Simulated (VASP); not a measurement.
# PbS (Fm-3m) in VASP: notebook

Aim: see how the results for PbS move with the level of theory and the settings. Levels: BLYP, revPBE+D3(BJ), revPBE. Tasks: single point.

Everything below comes from runs of VASP 6.6.1. Logs are shortened: lines on timing, memory, paths and dates and some standing lists are left out, and cuts for length are marked.

### 1 The cell of the first run

Symmetry: Fm-3m, No. 225, cubic system. Conventional cell: a = 5.930 Å, b = 5.930 Å, c = 5.930 Å, α = 90.00°, β = 90.00°, γ = 90.00°. Within 3.9 Å of Pb (site symmetry m-3m) lie 6 S at 2.97 Å. Within 3.9 Å of S (site symmetry m-3m) lie 6 Pb at 2.97 Å.

### 2 Single point, BLYP

The input, INCAR:

```
PREC     = Accurate       # precision mode
ENCUT    = 520            # plane-wave cutoff, eV
EDIFF    = 1E-7           # SCF threshold, eV
ISMEAR   = 0              # smearing method
SIGMA    = 0.05           # smearing width, eV
LREAL    = F              # projectors in reciprocal space
LASPH    = T              # aspherical terms in the spheres
NELM     = 60             # most SCF steps
ALGO     = Normal         # electronic algorithm
ISIF     = 2              # what is computed and relaxed
LWAVE    = F              # write WAVECAR
LCHARG   = F              # write CHGCAR
GGA      = B5             # functional
ALDAX    = 1.0          
AGGAX    = 1.0          
AGGAC    = 1.0          
ALDAC    = 0.0          
NBANDS   = 17             # bands
```

The input, KPOINTS:

```
regular mesh
0
Gamma
  8 8 8
```

The input, POSCAR:

```
PbS
1.0
    0.0000000000      2.9650006778      2.9650006778
    2.9650006778      0.0000000000      2.9650006778
    2.9650006778      2.9650006778      0.0000000000
Pb S
1 1
Direct
    0.5000000000      0.5000000000      0.5000000000
    0.0000000000      0.0000000000      0.0000000000
```

Potentials or basis: VASP PAW PBE potentials, release 64 (Pb_d, S).

Command:

```bash
cat potpaw_PBE.64/Pb_d/POTCAR potpaw_PBE.64/S/POTCAR > POTCAR
mpirun -np 1 vasp_std > vasp.out
```

OUTCAR:

```text
PREC = Accurate
   ENCUT = 520
   EDIFF = 1E-7
   ISMEAR = 0
   LREAL = F
   LASPH = T
   NELM = 60
   ISIF = 2
   GGA = B5

 ion  position               nearest neighbor table
   1  0.500  0.500  0.500-   2 2.97   2 2.97   2 2.97   2 2.97   2 2.97   2 2.97
   2  0.000  0.000  0.000-   1 2.97   1 2.97   1 2.97   1 2.97   1 2.97   1 2.97

  LATTYP: Found a face centered cubic cell.
 ALAT       =     5.9300013556

  Lattice vectors:

 A1 = (   0.0000000000,   2.9650006778,   2.9650006778)
 A2 = (   2.9650006778,   0.0000000000,   2.9650006778)
 A3 = (   2.9650006778,   2.9650006778,   0.0000000000)

Analysis of symmetry for initial positions (statically):
=====================================================================
 Subroutine PRICEL returns:
 Original cell was already a primitive cell.

 Routine SETGRP: Setting up the symmetry group for a
 face centered cubic supercell.

 Subroutine GETGRP returns: Found 48 space group operations
 (whereof 48 operations were pure point group operations)
 out of a pool of 48 trial point group operations.

The static configuration has the point symmetry O_h .

Analysis of symmetry for dynamics (positions and initial velocities):
=====================================================================
 Subroutine PRICEL returns:
 Original cell was already a primitive cell.

 Routine SETGRP: Setting up the symmetry group for a
 face centered cubic supercell.

 Subroutine GETGRP returns: Found 48 space group operations
 (whereof 48 operations were pure point group operations)
 out of a pool of 48 trial point group operations.

The dynamic configuration has the point symmetry O_h .

 Subroutine INISYM returns: Found 48 space group operations
 (whereof 48 operations are pure point group operations),
 and found     1 'primitive' translations

----------------------------------------------------------------------------------------

                                     Primitive cell

  volume of cell :      52.1320

  direct lattice vectors                    reciprocal lattice vectors
     0.000000000  2.965000678  2.965000678    -0.168634026  0.168634026  0.168634026
     2.965000678  0.000000000  2.965000678     0.168634026 -0.168634026  0.168634026
     2.965000678  2.965000678  0.000000000     0.168634026  0.168634026 -0.168634026

  length of vectors
     4.193144171  4.193144171  4.193144171     0.292082700  0.292082700  0.292082700

[... 79 lines left out ...]
   NELM   =     60;   NELMIN=  2; NELMDL= -5     # of ELM steps
   EDIFF  = 0.1E-06   stopping-criterion for ELM
   LREAL  =      F    real-space projection
   EDIFFG = 0.1E-05   stopping-criterion for IOM
   NSW    =      0    number of steps for IOM
   IBRION =     -1    ionic relax: 0-MD 1-quasi-New 2-CG
   NFREE  =      0    steps in history (QN), initial steepest desc. (CG)
   ISIF   =      2    stress and relaxation
   ISYM   =      2    0-nonsym 1-usesym 2-fastsym
   POTIM  = 0.5000    time-step for ionic-motion
   TEBEG  =    0.0;   TEEND  =   0.0 temperature during run
   PSTRESS=    0.0 pullay stress
   NELECT =      20.0000    total number of electrons
   NUPDOWN=      -1.0000    fix difference up-down
   EMIN   =  10.00;   EMAX   =-10.00  energy-range for DOS
   EFERMI =   0.00;   METHOD = LEGACY
   ISMEAR =     0;   SIGMA  =   0.05  broadening in eV -4-tet -1-fermi 0-gaus
   EFERMI_NEDOS =   21; number of points for ismear=-14 and -15
   IALGO  =     38    algorithm
   IMIX   =      4    mixing-type and parameters
     AMIX     =   0.40;   BMIX     =  1.00
     AMIX_MAG =   1.60;   BMIX_MAG =  1.00
  volume/ion in A,a.u.               =      26.07       175.90
  Fermi-wavevector in a.u.,A,eV,Ry     =   1.189552  2.247927 19.252700  1.415034
  Thomas-Fermi vector in A             =   2.325657
   LORBIT       =      0    0 simple, 1 ext, 2 COOP (PROOUT), +10 PAW based schemes
   GGA     = B5    functional components
   LHFCALC =     F    Hartree Fock is set to
   AEXX    =    0.0000 exact exchange contribution
   IVDW    =     0    specifies the selected vdW correction
   LEPSILON=     F    determine dielectric tensor
   LRPA    =     F    only Hartree local field effects (RPA)
 non-spin polarized calculation
 Gauss-broadening in eV      SIGMA  =   0.05
  energy-cutoff  :      520.00
  volume of cell :       52.13
 maximum number of plane-waves:      1424
   NGX = 15   NGY = 15   NGZ = 15

 number of electron      19.9999998 magnetization

 Free energy of the ion-electron system (eV)
  ---------------------------------------------------
  ext. energy  EPLUGINS =         0.00000000
  ---------------------------------------------------
  free energy    TOTEN  =        -7.66063111 eV

  energy without entropy =       -7.66063111  energy(sigma->0) =       -7.66063111

 E-fermi :   6.4531     XC(G=0):  -9.1191

 val. band max:        6.2427667128   @ k =   0.5000   0.0000   0.0000
 cond. band min:       6.7193892867   @ k =   0.5000   0.0000   0.0000
 fundamental gap:      0.4766225739
 Fermi energy:         6.4530929182

 k-point     1 :       0.0000    0.0000    0.0000
  band No.  band energies     occupation
      1     -10.5761      2.00000
      2     -10.5761      2.00000
      3     -10.5761      2.00000
      4     -10.5632      2.00000
      5     -10.5632      2.00000
      6      -7.3209      2.00000
[... 457 lines left out ...]
      4     -10.5472      2.00000
      5     -10.5265      2.00000
      6      -5.8557      2.00000
[... 9 lines left out ...]
     16      17.2858      0.00000
     17      17.6542      0.00000

 [... further k-points ...]

------------------------ aborting loop because EDIFF is reached ----------------------------------------

  FORCE on cell =-STRESS in cart. coord.  units (eV):
  Direction    XX          YY          ZZ          XY          YZ          ZX
  --------------------------------------------------------------------------------------
  -------------------------------------------------------------------------------------
  Total        1.9559773      1.9559773      1.9559773      0.0000000     -0.0000000     -0.0000000
  in kB       60.1132231     60.1132231     60.1132231      0.0000000     -0.0000000     -0.0000000
  external PRESSURE =      60.1132231 kB  Pullay stress =       0.0000000 kB

 VOLUME and BASIS-vectors are now :
 -----------------------------------------------------------------------------
  energy-cutoff  :      520.00
  volume of cell :       52.13
      direct lattice vectors                 reciprocal lattice vectors
     0.000000000  2.965000678  2.965000678    -0.168634026  0.168634026  0.168634026
     2.965000678  0.000000000  2.965000678     0.168634026 -0.168634026  0.168634026
     2.965000678  2.965000678  0.000000000     0.168634026  0.168634026 -0.168634026

 POSITION                                       TOTAL-FORCE (eV/Angst)
 -----------------------------------------------------------------------------------
      2.96500      2.96500      2.96500         0.000000     -0.000000     -0.000000
      0.00000      0.00000      0.00000        -0.000000      0.000000      0.000000
 -----------------------------------------------------------------------------------
    total drift:                                0.000000     -0.000000      0.000000

  FREE ENERGIE OF THE ION-ELECTRON SYSTEM (eV)
  ---------------------------------------------------
  free  energy   TOTEN  =        -7.6606311142 eV

  energy  without entropy=       -7.6606311142  energy(sigma->0) =       -7.66063111
```

OSZICAR:

```text
N       E                     dE             d eps       ncg     rms          rms(c)
DAV:   1     0.154401454661E+03    0.15440E+03   -0.97265E+03   986   0.125E+03
DAV:   2     0.370684045426E+01   -0.15069E+03   -0.14537E+03  1061   0.309E+02
DAV:   3    -0.806054682947E+01   -0.11767E+02   -0.11690E+02  1295   0.896E+01
DAV:   4    -0.833233139160E+01   -0.27178E+00   -0.27152E+00  1211   0.151E+01
DAV:   5    -0.834143135579E+01   -0.91000E-02   -0.90991E-02  1454   0.281E+00    0.457E+00
DAV:   6    -0.765172025343E+01    0.68971E+00   -0.20535E+00  1497   0.111E+01    0.314E+00
DAV:   7    -0.765717562464E+01   -0.54554E-02   -0.19652E-01  1143   0.230E+00    0.207E+00
DAV:   8    -0.766213694858E+01   -0.49613E-02   -0.24364E-02  1142   0.150E+00    0.633E-01
DAV:   9    -0.766048276440E+01    0.16542E-02   -0.53119E-03  1542   0.605E-01    0.145E-01
DAV:  10    -0.766062963246E+01   -0.14687E-03   -0.57414E-04  1137   0.134E-01    0.828E-02
DAV:  11    -0.766063103967E+01   -0.14072E-05   -0.36379E-05  1410   0.524E-02    0.155E-02
DAV:  12    -0.766063118429E+01   -0.14463E-06   -0.27981E-06  1230   0.122E-02    0.176E-03
DAV:  13    -0.766063111417E+01    0.70117E-07   -0.23440E-07  1115   0.368E-03
   1 F= -.76606311E+01 E0= -.76606311E+01  d E =-.455430E-11
```

Run time: 30 s. Hardware: 1 thread of Intel Xeon 6975P-C, shared host; peak memory 0.18 GiB.

What came out:

```
Free energy            : -7.6606 eV
Pressure               : 6.0 GPa
Band gap on the k mesh : 0.48 eV, direct
```

Caveat: the PAW data sets were made with another functional, which shifts forces and pressure a little; spin-orbit coupling is left out, which moves the levels of the heavy elements. A k mesh can miss the band edges.

### 3 Single point, revPBE+D3(BJ) (volume scaled by 1.04)

The input, INCAR:

```
  PREC = Accurate
  ENCUT = 520
  EDIFF = 1E-6
  ISMEAR = 0
  SIGMA = 0.05
  LREAL = False
  LASPH = True
  NELM = 60
  ALGO = Normal
  ISIF = 2
  LWAVE = False
  LCHARG = False
  GGA = RE
  IVDW = 12
  NBANDS = 17
```

The input, KPOINTS:

```
Automatic mesh
0
Gamma
  8 8 8
```

The input, POSCAR:

```
PbS
1.0
    0.0000000000      2.9976367343      2.9976367343
    2.9976367343      0.0000000000      2.9976367343
    2.9976367343      2.9976367343      0.0000000000
Pb S
1 1
Direct
    0.5000000000      0.5000000000      0.5000000000
    0.0000000000      0.0000000000      0.0000000000
```

Potentials or basis: VASP PAW PBE potentials, release 64 (Pb_d, S).

Command:

```bash
cat potpaw_PBE.64/Pb_d/POTCAR potpaw_PBE.64/S/POTCAR > POTCAR
mpirun -np 1 vasp_std > vasp.out
```

Wall time 18 s (1 thread of Intel Xeon 6975P-C, shared host); peak memory 0.19 GiB.

Results (log left out):

| Property | Result |
| --- | --- |
| Free energy | -9.4291 eV |
| Pressure | -2.1 GPa |
| Band gap on the k mesh | 0.55 eV, direct |
| Dispersion energy per atom | -0.627 eV |

Levels at points of the mesh, in eV from the valence-band top:
| k point | band 8 | band 9 | band 10 | band 11 | band 12 | band 13 |
| --- | --- | --- | --- | --- | --- | --- |
| (0.00, 0.00, 0.00) | -1.99 | -1.99 | -1.99 | 5.19 | 5.19 | 5.19 |
| (0.50, 0.00, 0.00) | -1.63 | -1.63 | 0.00 | 0.55 | 2.10 | 2.10 |
| (0.50, 0.50, 0.00) | -4.87 | -3.20 | -3.20 | 4.11 | 5.55 | 5.63 |

Caveat: the PAW data sets were made with another functional, which shifts forces and pressure a little; spin-orbit coupling is left out, which moves the levels of the heavy elements. A k mesh can miss the band edges.

### 4 Single point, revPBE (volume scaled by 0.98)

The input, INCAR:

```
SYSTEM = PbS
ALGO = Normal
EDIFF = 1E-7
ENCUT = 520
GGA = RE
ISIF = 2
ISMEAR = 0
LASPH = .TRUE.
LCHARG = .TRUE.
LELF = .TRUE.
LREAL = .FALSE.
LVHAR = .TRUE.
LWAVE = .FALSE.
NBANDS = 17
NELM = 100
PREC = Accurate
SIGMA = 0.05
```

The input, KPOINTS:

```
k-points
0
G
  8 8 8
  0 0 0
```

The input, POSCAR:

```
PbS
1.0
    0.0000000000      3.0109382627      3.0109382627
    3.0109382627      0.0000000000      3.0109382627
    3.0109382627      3.0109382627      0.0000000000
Pb S
1 1
Direct
    0.5000000000      0.5000000000      0.5000000000
    0.0000000000      0.0000000000      0.0000000000
```

Command:

```bash
cat potpaw_PBE.64/Pb_d/POTCAR potpaw_PBE.64/S/POTCAR > POTCAR
mpirun -np 1 vasp_std > vasp.out
```

It took 19 s on 1 thread of Intel Xeon 6975P-C, shared host; peak memory 0.18 GiB.

It converged, with:

```
Free energy            : -8.1816 eV
Pressure               : 0.9 GPa
Band gap on the k mesh : 0.59 eV, direct
```

Levels at points of the mesh, in eV from the valence-band top:
```
           k point  band 8  band 9  band 10  band 11  band 12  band 13
(0.00, 0.00, 0.00)   -1.91   -1.91    -1.91     5.16     5.16     5.16
(0.50, 0.00, 0.00)   -1.56   -1.56     0.00     0.59     2.14     2.14
(0.50, 0.50, 0.00)   -4.74   -3.10    -3.10     4.18     5.52     5.60
```

Caveat: the PAW data sets were made with another functional, which shifts forces and pressure a little; spin-orbit coupling is left out, which moves the levels of the heavy elements. A k mesh can miss the band edges.

### 5 Summary

```tsv
level	cell	gap on the mesh (eV)	pressure (GPa)
BLYP	a = 4.193 Å, angles 60.0°, 2 atoms	0.48	6.0
revPBE+D3(BJ)	a = 4.239 Å, angles 60.0°, 2 atoms	0.55	-2.1
revPBE	a = 4.258 Å, angles 60.0°, 2 atoms	0.59	0.9
```

Alike in all rows: task single point; potentials or basis VASP PAW PBE potentials, release 64 (Pb_d, S); no spin polarisation; k mesh 8 × 8 × 8; cutoff (eV) 520; smearing gaussian 0.05 eV.

Caveats: the PAW data sets were made with another functional, which shifts forces and pressure a little; spin-orbit coupling is left out, which moves the levels of the heavy elements.

Absolute energies hang on the potentials; compare differences alone.
